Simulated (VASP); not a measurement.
Write the native input for VASP 6.6.1 that does the following.

- Task: single point
- Functional: r2SCAN
- Dispersion: D4
- Potentials or basis: VASP PAW PBE potentials, release 64 (C)
- Cutoff: 520 eV
- k mesh: 13 × 13 × 13
- Occupations: fermi-dirac, width 0.05 eV
- Spin: no spin polarisation
- Dipole correction: no
- Further INCAR settings: ALGO = Normal; EDIFF = 1e-06; NBANDS = 11

Crystal: C.

```
C
1.0
     0.00000    1.80684    1.80684
     1.80684    0.00000    1.80684
     1.80684    1.80684    0.00000
C
2
Direct
  0.75000 0.75000 0.75000
  0.50000 0.50000 0.50000
```

The input as run:

POSCAR

```
C
1.0
    0.0000000000      1.8068380860      1.8068380860
    1.8068380860      0.0000000000      1.8068380860
    1.8068380860      1.8068380860      0.0000000000
C
2
Direct
    0.7500000000      0.7500000000      0.7500000000
    0.5000000000      0.5000000000      0.5000000000
```

INCAR.step1

```
SYSTEM = C
PREC = Accurate ; ENCUT = 520
ISMEAR = -1 ; SIGMA = 0.05
LREAL = .FALSE. ; LASPH = .TRUE.
NELM = 60 ; NBANDS = 11
GGA = PE ; ALGO = Normal
EDIFF = 1E-4 ; LWAVE = .TRUE.
LCHARG = .FALSE.
```

INCAR.step2

```
SYSTEM = C
PREC = Accurate ; ENCUT = 520
EDIFF = 1E-6 ; ISMEAR = -1
SIGMA = 0.05 ; LREAL = .FALSE.
LASPH = .TRUE. ; NELM = 60
ALGO = Normal ; ISIF = 2
LWAVE = .FALSE. ; LCHARG = .FALSE.
METAGGA = R2SCAN ; LMIXTAU = .TRUE.
IVDW = 13 ; VDW_S6 = 1.0
VDW_S8 = 0.6018749 ; VDW_A1 = 0.51559235
VDW_A2 = 5.77342911 ; NBANDS = 11
ISTART = 1
```

KPOINTS

```
Automatic mesh
0
G
  13 13 13
  0 0 0
```

Potentials or basis: VASP PAW PBE potentials, release 64 (C).

The run is started by

```console
$ cat potpaw_PBE.64/C/POTCAR > POTCAR
$ cp INCAR.step1 INCAR
$ mpirun -np 1 vasp_std > vasp.out
$ cp INCAR.step2 INCAR
$ mpirun -np 1 vasp_std > vasp.out
```

Results of the run:

The pressure is -19.6 GPa and the band gap on the k mesh is 4.25 eV, indirect (least direct gap 5.73 eV). The dispersion energy per atom is -0.085 eV.

Caveat: the PAW data sets were made with another functional, which shifts forces and pressure a little.

It took 40 s on 1 thread of Intel Xeon 6975P-C, on a shared host, peak memory 0.12 GiB.
